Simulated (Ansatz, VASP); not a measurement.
## TaN in VASP and in Ansatz

```
Ta N
1.0
     5.18500    0.00000    0.00000
    -2.59250    4.49034    0.00000
     0.00000    0.00000    2.84984
Ta N
3 3
Direct
  0.00000 0.00000 0.00000
  0.33333 0.66667 0.50000
  0.66667 0.33333 0.50000
  0.50000 0.00000 0.00000
  0.50000 0.50000 0.00000
  0.00000 0.50000 0.00000
```

Change from the starting cell: zz strain of -2 %, crystal datasets.

Alike in both runs: task electric field gradients; functional PBE; k mesh 5 × 5 × 8; occupations fermi-dirac, width 0.03 eV; no spin polarisation.

|  | VASP | Ansatz |
| --- | --- | --- |
| version | VASP 6.6.1 | Ansatz 0.2.0 |
| potentials or method | VASP PAW PBE potentials, release 64 (Ta_pv, N), cutoff 520 eV | all-electron PAW with datasets made for the crystal, scalar-relativistic |

|  | VASP | Ansatz | Ansatz less VASP |
| --- | --- | --- | --- |
| pressure (GPa) | 20.4 | 19.3 | -1.02 |
| traceless stress, the component that is largest in VASP (GPa) | 8.61 | 8.34 | -0.272 |
| size of Vzz on the site where it differs most (V/Å²) | 346.6 | 472.1 | +125.52 |

Ansatz ran all-electron here, and VASP with PAW potentials.

Neither program's run includes spin-orbit coupling.
